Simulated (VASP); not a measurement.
Here is a VASP 6.6.1 calculation.

The input INCAR:

```
ALGO = Normal
EDIFF = 1E-6
ENCUT = 520
GGA = PE
ISIF = 2
ISMEAR = -1
LASPH = True
LCHARG = False
LREAL = False
LWAVE = False
NBANDS = 18
NELM = 80
PREC = Accurate
SIGMA = 0.1
```

File KPOINTS:

```
k-points
0
Gamma
  20 20 11
```

POSCAR

```
Cu
1.0
    2.1596291880      0.0000000000      0.0000000000
   -1.0798145940      1.8702937395      0.0000000000
    0.0000000000      0.0000000000      3.5374359723
Cu
2
Direct
    0.3333333333      0.6666666667      0.2500000000
    0.6666666667      0.3333333333      0.7500000000
```

Potentials or basis: VASP PAW PBE potentials, release 64 (Cu).

Command:

```bash
$ cat potpaw_PBE.64/Cu/POTCAR > POTCAR
$ mpirun -np 1 vasp_std > vasp.out
```

(1) What does it give for the band gap on the k mesh?

(2) Predict the pressure.

Results:

(1) zero (bands 11 and 12 overlap by 8.25 eV).

(2) 261.7 GPa.

Caveat: the cell stands under pressure.
